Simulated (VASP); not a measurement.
Input of a VASP 6.6.1 run:

File INCAR:

```
ALGO = Normal
EDIFF = 1E-6
ENCUT = 520
GGA = PS
ISIF = 2
ISMEAR = -1
ISYM = 0
LASPH = True
LCHARG = True
LELF = True
LREAL = Auto
LVHAR = True
LWAVE = False
NBANDS = 194
NELM = 100
PREC = Accurate
SIGMA = 0.05
```

The input KPOINTS:

```
Automatic mesh
0
Gamma
  1 1 1
  0.25 0.25 0.25
```

File POSCAR:

```
KZnF3
1.0
    8.1045260000      0.0000000000      0.0000000000
    0.0000000000      8.1045260000      0.0000000000
    0.0000000000      0.0000000000      8.1045260000
Zn K F
8 8 24
Direct
    0.0832180000      0.9871780000      0.0920080000
    0.2456810000      0.2453150000      0.7532210000
    0.2637150000      0.7430020000      0.2659840000
    0.2484130000      0.7479680000      0.7522490000
    0.7550710000      0.2432980000      0.2433840000
    0.7523670000      0.2465150000      0.7487430000
    0.7465030000      0.7506840000      0.2460330000
    0.7503310000      0.7532510000      0.7474390000
    0.9915060000      0.0002880000      0.5191660000
    0.9775510000      0.5050780000      0.9753750000
    0.9962440000      0.5022580000      0.5071160000
    0.5123850000      0.9978660000      0.9883690000
    0.5043020000      0.0113070000      0.5077360000
    0.5254590000      0.5004820000      0.9871570000
    0.5185540000      0.4970720000      0.5084530000
    0.2517400000      0.2809110000      0.2424080000
    0.2035820000      0.1572050000      0.9750110000
    0.2642500000      0.3006460000      0.5280400000
    0.2226480000      0.8082120000      0.9969760000
    0.2590960000      0.7067360000      0.5078990000
    0.7588980000      0.2547210000      0.9924800000
    0.7538570000      0.2467030000      0.4980640000
    0.7498290000      0.7479780000      0.9957350000
    0.7465840000      0.7514040000      0.4964890000
    0.9786790000      0.1601620000      0.2291600000
    0.9966820000      0.2621970000      0.7332740000
    0.9869290000      0.8226730000      0.2380890000
    0.9988910000      0.7421580000      0.7372990000
    0.5322180000      0.3049610000      0.2404510000
    0.4999580000      0.2459020000      0.7698420000
    0.5000280000      0.7000250000      0.2384330000
    0.4983850000      0.7496650000      0.7599290000
    0.2752000000      0.9790900000      0.2716120000
    0.2544130000      0.9917440000      0.7005280000
    0.1579280000      0.5475880000      0.2174460000
    0.2538320000      0.5013620000      0.8125590000
    0.6898660000      0.9924920000      0.2500100000
    0.7444710000      0.9985780000      0.7419520000
    0.7992540000      0.5059080000      0.2499750000
    0.7446120000      0.5017300000      0.7415530000
```

Potentials or basis: VASP PAW PBE potentials, release 64 (Zn, K_sv, F).

Run with:

```bash
$ cat potpaw_PBE.64/Zn/POTCAR potpaw_PBE.64/K_sv/POTCAR potpaw_PBE.64/F/POTCAR > POTCAR
$ mpirun -np 1 vasp_std > vasp.out
```

(1) Predict the band gap on the k mesh.

(2) What does it give for the largest force?

## Answers

(1) 4.35 eV.

(2) 0.107 eV/Å.

Caveat: the PAW data sets were made with another functional, which shifts forces and pressure a little.
